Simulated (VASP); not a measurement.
Here is a VASP 6.6.1 calculation.

File INCAR:

```
SYSTEM = GaCuP
PREC     = Accurate       ! precision mode
ENCUT    = 600            ! plane-wave cutoff, eV
EDIFF    = 1E-6           ! SCF threshold, eV
ISMEAR   = 0              ! smearing method
SIGMA    = 0.1            ! smearing width, eV
LREAL    = .False.        ! projectors in reciprocal space
LASPH    = .True.         ! aspherical terms in the spheres
NELM     = 120            ! most SCF steps
ALGO     = Normal         ! electronic algorithm
ISIF     = 2              ! what is computed and relaxed
LWAVE    = .False.        ! write WAVECAR
LCHARG   = .False.        ! write CHGCAR
GGA      = PE             ! functional
NBANDS   = 22             ! bands
GGA_COMPAT= .False.
```

The input KPOINTS:

```
regular mesh
0
Gamma
  6 6 4
  0 0 0
```

Contents of POSCAR:

```
GaCuP
1.0
    3.5872867353      0.0000000000      0.0000000000
    0.0000000000      3.5872867353      0.0000000000
    0.0000000000      0.0000000000      4.3758127693
Ga Cu P
1 1 1
Direct
    0.0000000000      0.0000000000      0.5000000000
    0.5000000000      0.5000000000      0.5000000000
    0.5000000000      0.5000000000      0.0000000000
```

Potentials or basis: VASP PAW PBE potentials, release 64 (Ga_d, Cu, P).

Command:

```sh
$ cat potpaw_PBE.64/Ga_d/POTCAR potpaw_PBE.64/Cu/POTCAR potpaw_PBE.64/P/POTCAR > POTCAR
$ mpirun -np 1 vasp_std > vasp.out
```

Problem. What does it give for the pressure?

Solution. 0.3 GPa.

Stress tensor (GPa, compression positive):
```
0.25 0.00 0.00
0.00 0.25 0.00
0.00 0.00 0.43
```
